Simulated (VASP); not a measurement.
# BeTe (l.eB) (F-43m) in VASP: notebook, part 2 of 2

VASP 6.6.1. Earlier steps stand in the parts before.

**4. Single point, LDA**

Contents of INCAR:

```
SYSTEM = BeTe
PREC = Accurate ; ENCUT = 600
EDIFF = 1E-6 ; ISMEAR = 0
SIGMA = 0.02 ; LREAL = .False.
LASPH = .True. ; NELM = 120
ALGO = Normal ; ISIF = 2
LWAVE = .False. ; LCHARG = .False.
NBANDS = 16 ; GGA_COMPAT = .False.
```

Contents of KPOINTS:

```
Automatic mesh
0
Gamma
  8 6 8
  0 0 0
```

Contents of POSCAR:

```
BeTe
1.0
    3.9278534239      0.0000000000      0.0000000000
    0.0000000000      5.5548235681      0.0000000000
    0.0000000000      0.0000000000      3.9278534031
Be Te
2 2
Direct
    0.0000000000      0.0000000000      0.0000000000
    0.5000000000      0.5000000000      0.5000075000
    0.5000000000      0.2500000000      0.0000000000
    0.0000000000      0.7500000000      0.5000075000
```

Potentials or basis: VASP PAW LDA potentials, release 64 (Be, Te).

Started as:

```sh
$ cat potpaw_LDA.64/Be/POTCAR potpaw_LDA.64/Te/POTCAR > POTCAR
$ mpirun -np 1 vasp_std > vasp.out
```

OUTCAR:

```text
SYSTEM = BeTe
   PREC = Accurate
   ENCUT = 600
   EDIFF = 1E-6
   ISMEAR = 0
   LREAL = .False.
   LASPH = .True.
   NELM = 120
   ISIF = 2

 ion  position               nearest neighbor table
   1  0.000  0.000  0.000-   4 2.41   3 2.41   3 2.41   4 2.41
   2  0.500  0.500  0.500-   3 2.41   4 2.41   4 2.41   3 2.41
   3  0.500  0.250  0.000-   2 2.41   1 2.41   1 2.41   2 2.41
   4  0.000  0.750  0.500-   1 2.41   2 2.41   2 2.41   1 2.41

  LATTYP: Found a simple tetragonal cell.
 ALAT       =     3.9278534239
 C/A-ratio  =     1.4142135586

  Lattice vectors:

 A1 = (  -3.9278534239,   0.0000000000,   0.0000000000)
 A2 = (   0.0000000000,   0.0000000000,   3.9278534031)
 A3 = (   0.0000000000,   5.5548235681,   0.0000000000)

Analysis of symmetry for initial positions (statically):
=====================================================================
 Subroutine PRICEL returns:
 Original cell was already a primitive cell.

 Routine SETGRP: Setting up the symmetry group for a
 simple tetragonal supercell.

 Subroutine GETGRP returns: Found  8 space group operations
 (whereof  6 operations were pure point group operations)
 out of a pool of 16 trial point group operations.

The static configuration has the point symmetry C_3h.
 The point group associated with its full space group is D_2d.

Analysis of symmetry for dynamics (positions and initial velocities):
=====================================================================
 Subroutine PRICEL returns:
 Original cell was already a primitive cell.

 Routine SETGRP: Setting up the symmetry group for a
 simple tetragonal supercell.

 Subroutine GETGRP returns: Found  8 space group operations
 (whereof  6 operations were pure point group operations)
 out of a pool of 16 trial point group operations.

The dynamic configuration has the point symmetry C_3h.
 The point group associated with its full space group is D_2d.

 Subroutine INISYM returns: Found  8 space group operations
 (whereof  6 operations are pure point group operations),
 and found     1 'primitive' translations

----------------------------------------------------------------------------------------

                                     Primitive cell

  volume of cell :      85.7000

  direct lattice vectors                    reciprocal lattice vectors
     3.927853424  0.000000000  0.000000000     0.254591985  0.000000000  0.000000000
     0.000000000  5.554823568  0.000000000     0.000000000  0.180023720  0.000000000
     0.000000000  0.000000000  3.927853403     0.000000000  0.000000000  0.254591986

  length of vectors
     3.927853424  5.554823568  3.927853403     0.254591985  0.180023720  0.254591986

  position of ions in fractional coordinates (direct lattice)
     0.000000000  0.000000000  0.000000000
     0.500000000  0.500000000  0.500007500
     0.500000000  0.250000000  0.000000000
     0.000000000  0.750000000  0.500007500

  ion indices of the primitive-cell ions
   primitive index   ion index
                 1           1
                 2           2
                 3           3
                 4           4

----------------------------------------------------------------------------------------

 KPOINTS: Automatic mesh

Automatic generation of k-mesh.
 Grid dimensions read from file:
 generate k-points for:    8    6    8

 Generating k-lattice:

  Cartesian coordinates                     Fractional coordinates (reciprocal lattice)
     0.031823998  0.000000000  0.000000000     0.125000000  0.000000000  0.000000000
     0.000000000  0.030003953  0.000000000     0.000000000  0.166666667  0.000000000
     0.000000000  0.000000000  0.031823998     0.000000000  0.000000000  0.125000000

  Length of vectors
     0.031823998  0.030003953  0.031823998

  Shift w.r.t. Gamma in fractional coordinates (k-lattice)
     0.000000000  0.000000000  0.000000000

 Subroutine IBZKPT returns following result:
 ===========================================

 Found     60 irreducible k-points:

 Following reciprocal coordinates:
            Coordinates               Weight
  0.000000  0.000000  0.000000      1.000000
  0.125000  0.000000  0.000000      4.000000
  0.250000  0.000000  0.000000      4.000000
  0.375000  0.000000  0.000000      4.000000
  0.500000  0.000000  0.000000      2.000000
  0.000000  0.166667  0.000000      2.000000
[... 16 lines left out ...]
  0.375000  0.000000  0.125000      8.000000
  0.500000  0.000000  0.125000      4.000000
 [... further k-points ...]
   k-points           NKPTS =     60   k-points in BZ     NKDIM =     60   number of bands    NBANDS=     16
   number of dos      NEDOS =    301   number of ions     NIONS =      4
   total plane-waves  NPLWV =  49152
   dimension x,y,z NGX =    32 NGY =   48 NGZ =   32
   dimension x,y,z NGXF=    64 NGYF=   96 NGZF=   64
   ions per type =               2   2
   NGX,Y,Z   is equivalent  to a cutoff of  13.54, 14.37, 13.54 a.u.
   NGXF,Y,Z  is equivalent  to a cutoff of  27.09, 28.73, 27.09 a.u.
 SYSTEM =  BeTe
   PREC   = accura    normal or accurate (medium, high low for compatibility)
   ISTART =      0    job   : 0-new  1-cont  2-samecut
   ICHARG =      2    charge: 1-file 2-atom 10-const
   ISPIN  =      1    spin polarized calculation?
   LNONCOLLINEAR =      F non collinear calculations
   LSORBIT =      F    spin-orbit coupling
   LASPH  =      T    aspherical Exc in radial PAW
   ENCUT  =  600.0 eV  44.10 Ry    6.64 a.u.   7.84 11.09  7.84*2*pi/ulx,y,z
   NELM   =    120;   NELMIN=  2; NELMDL= -5     # of ELM steps
   EDIFF  = 0.1E-05   stopping-criterion for ELM
   LREAL  =      F    real-space projection
   EDIFFG = 0.1E-04   stopping-criterion for IOM
   NSW    =      0    number of steps for IOM
   IBRION =     -1    ionic relax: 0-MD 1-quasi-New 2-CG
   NFREE  =      0    steps in history (QN), initial steepest desc. (CG)
   ISIF   =      2    stress and relaxation
   ISYM   =      2    0-nonsym 1-usesym 2-fastsym
   POTIM  = 0.5000    time-step for ionic-motion
   TEBEG  =    0.0;   TEEND  =   0.0 temperature during run
   PSTRESS=    0.0 pullay stress
   NELECT =      16.0000    total number of electrons
   NUPDOWN=      -1.0000    fix difference up-down
   EMIN   =  10.00;   EMAX   =-10.00  energy-range for DOS
   EFERMI =   0.00;   METHOD = LEGACY
   ISMEAR =     0;   SIGMA  =   0.02  broadening in eV -4-tet -1-fermi 0-gaus
   EFERMI_NEDOS =   21; number of points for ismear=-14 and -15
   IALGO  =     38    algorithm
   IMIX   =      4    mixing-type and parameters
     AMIX     =   0.40;   BMIX     =  1.00
     AMIX_MAG =   1.60;   BMIX_MAG =  1.00
  volume/ion in A,a.u.               =      21.42       144.58
  Fermi-wavevector in a.u.,A,eV,Ry     =   0.935667  1.768154 11.911525  0.875472
  Thomas-Fermi vector in A             =   2.062598
   LORBIT       =      0    0 simple, 1 ext, 2 COOP (PROOUT), +10 PAW based schemes
   GGA     = CA    functional components
   LHFCALC =     F    Hartree Fock is set to
   AEXX    =    0.0000 exact exchange contribution
   IVDW    =     0    specifies the selected vdW correction
   LEPSILON=     F    determine dielectric tensor
   LRPA    =     F    only Hartree local field effects (RPA)
 non-spin polarized calculation
 Gauss-broadening in eV      SIGMA  =   0.02
  energy-cutoff  :      600.00
  volume of cell :       85.70
 maximum number of plane-waves:      2916
 NGX is ok and might be reduce to    32
   NGX = 15   NGY = 23   NGZ = 15

 number of electron      15.9999998 magnetization

 Free energy of the ion-electron system (eV)
  ---------------------------------------------------
  ext. energy  EPLUGINS =         0.00000000
  ---------------------------------------------------
  free energy    TOTEN  =       -17.45412453 eV

  energy without entropy =      -17.45412453  energy(sigma->0) =      -17.45412453

 E-fermi :   5.5396     XC(G=0):  -9.4308

 val. band max:        5.4165102760   @ k =   0.0000   0.0000   0.0000
 cond. band min:       7.1872499606   @ k =   0.0000   0.0000   0.0000
 fundamental gap:      1.7707396847
 Fermi energy:         5.5396170424

 k-point     1 :       0.0000    0.0000    0.0000
  band No.  band energies     occupation
      1      -7.1799      2.00000
      2      -5.2185      2.00000
      3       0.1132      2.00000
      4       2.6138      2.00000
      5       2.6138      2.00000
      6       5.4165      2.00000
[... 433 lines left out ...]
      3       0.8786      2.00000
      4       0.8786      2.00000
      5       2.1403      2.00000
      6       2.1403      2.00000
[... 8 lines left out ...]
     15      12.8158      0.00000
     16      12.8158      0.00000

 [... further k-points ...]
[... 5 lines left out ...]
  --------------------------------------------------------------------------------------
  -------------------------------------------------------------------------------------
  Total        0.1430706      0.1364390      0.1430706      0.0000000      0.0000000      0.0000000
  in kB        2.6747314      2.5507518      2.6747314      0.0000000      0.0000000      0.0000000
  external PRESSURE =       2.6334048 kB  Pullay stress =       0.0000000 kB

 VOLUME and BASIS-vectors are now :
 -----------------------------------------------------------------------------
  energy-cutoff  :      600.00
  volume of cell :       85.70
      direct lattice vectors                 reciprocal lattice vectors
     3.927853424  0.000000000  0.000000000     0.254591985  0.000000000  0.000000000
     0.000000000  5.554823568  0.000000000     0.000000000  0.180023720  0.000000000
     0.000000000  0.000000000  3.927853403     0.000000000  0.000000000  0.254591986

 POSITION                                       TOTAL-FORCE (eV/Angst)
 -----------------------------------------------------------------------------------
      0.00000      0.00000      0.00000         0.000000      0.000007      0.000650
      1.96393      2.77741      1.96396         0.000000     -0.000007     -0.000650
      1.96393      1.38871      0.00000         0.000000     -0.000538      0.004016
      0.00000      4.16612      1.96396         0.000000      0.000538     -0.004016
 -----------------------------------------------------------------------------------
    total drift:                                0.000000      0.000000     -0.008061

  FREE ENERGIE OF THE ION-ELECTRON SYSTEM (eV)
  ---------------------------------------------------
  free  energy   TOTEN  =       -17.4541245301 eV

  energy  without entropy=      -17.4541245301  energy(sigma->0) =      -17.45412453
```

OSZICAR:

```text
N       E                     dE             d eps       ncg     rms          rms(c)
DAV:   1     0.530365103942E+02    0.53037E+02   -0.64063E+03  1920   0.916E+02
DAV:   2    -0.138267162482E+02   -0.66863E+02   -0.60470E+02  2648   0.131E+02
DAV:   3    -0.178258913621E+02   -0.39992E+01   -0.39760E+01  2664   0.348E+01
DAV:   4    -0.178872819196E+02   -0.61391E-01   -0.61384E-01  2392   0.485E+00
DAV:   5    -0.178883891414E+02   -0.11072E-02   -0.11072E-02  2624   0.590E-01    0.637E+00
DAV:   6    -0.175621073603E+02    0.32628E+00   -0.17376E-01  2224   0.213E+00    0.376E+00
DAV:   7    -0.174561817291E+02    0.10593E+00   -0.20217E-01  2360   0.220E+00    0.560E-01
DAV:   8    -0.174539894793E+02    0.21922E-02   -0.10062E-02  2120   0.648E-01    0.142E-01
DAV:   9    -0.174541102766E+02   -0.12080E-03   -0.66968E-04  2512   0.147E-01    0.342E-02
DAV:  10    -0.174541187119E+02   -0.84354E-05   -0.21612E-05  2464   0.260E-02    0.211E-02
DAV:  11    -0.174541246220E+02   -0.59101E-05   -0.41674E-06  2216   0.119E-02    0.289E-03
DAV:  12    -0.174541245301E+02    0.91893E-07   -0.17342E-07  1272   0.239E-03
   1 F= -.17454125E+02 E0= -.17454125E+02  d E =-.307181E-20
```

stdout:

```text
POSCAR found type information on POSCAR BeTe
 POSCAR found :  2 types and       4 ions
 scaLAPACK will be used
 LDA part: xc-table for (Slater(with rela. corr.)+CA(PZ))
 , standard interpolation
 POSCAR, INCAR and KPOINTS ok, starting setup
 FFT: planning ... GRIDC
 FFT: planning ... GRID_SOFT
 FFT: planning ... GRID
 WAVECAR not read
 entering main loop
```

Run time: 59 s. Hardware: 1 thread of Intel Xeon Platinum 8488C (Sapphire Rapids), shared host; peak memory 0.24 GiB.

What came out:

```yaml
Free_energy: -17.4541 eV
Pressure: 0.3 GPa
Band_gap_on_the_k_mesh: 1.77 eV
```

Caveat: spin-orbit coupling is left out, which moves the levels of the heavy elements. A k mesh can miss the band edges.
